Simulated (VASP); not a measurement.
A run of VASP 6.6.1 is set up as follows.

File INCAR:

```
SYSTEM = Pd
PREC     = Accurate       ! precision mode
ENCUT    = 520            ! plane-wave cutoff, eV
EDIFF    = 1E-6           ! SCF threshold, eV
ISMEAR   = 1              ! smearing method
SIGMA    = 0.2            ! smearing width, eV
LREAL    = .False.        ! projectors in reciprocal space
LASPH    = .True.         ! aspherical terms in the spheres
NELM     = 80             ! most SCF steps
ALGO     = Normal         ! electronic algorithm
ISIF     = 2              ! what is computed and relaxed
LWAVE    = .False.        ! write WAVECAR
LCHARG   = .True.         ! write CHGCAR
GGA      = PE             ! functional
LELF     = .True.         ! ELF
LVHAR    = .True.       
NBANDS   = 11             ! bands
```

File KPOINTS:

```
regular mesh
0
Gamma
  14 14 14
  0 0 0
```

POSCAR

```
Pd
1.0
    0.0000000000      1.9734737307      1.9734737307
    1.9734737307      0.0000000000      1.9734737307
    1.9734737307      1.9734737307      0.0000000000
Pd
1
Direct
    0.0000000000      0.0000000000      0.0000000000
```

Potentials or basis: VASP PAW PBE potentials, release 64 (Pd).

Command:

```console
$ cat potpaw_PBE.64/Pd/POTCAR > POTCAR
$ mpirun -np 1 vasp_std > vasp.out
```

Question: What does it give for the pressure?

Answer: -0.6 GPa.

Question: Predict the band gap on the k mesh.

Answer: Zero (band 5 reaches 9.37 eV, above the bottom of band 6 at 7.89 eV).
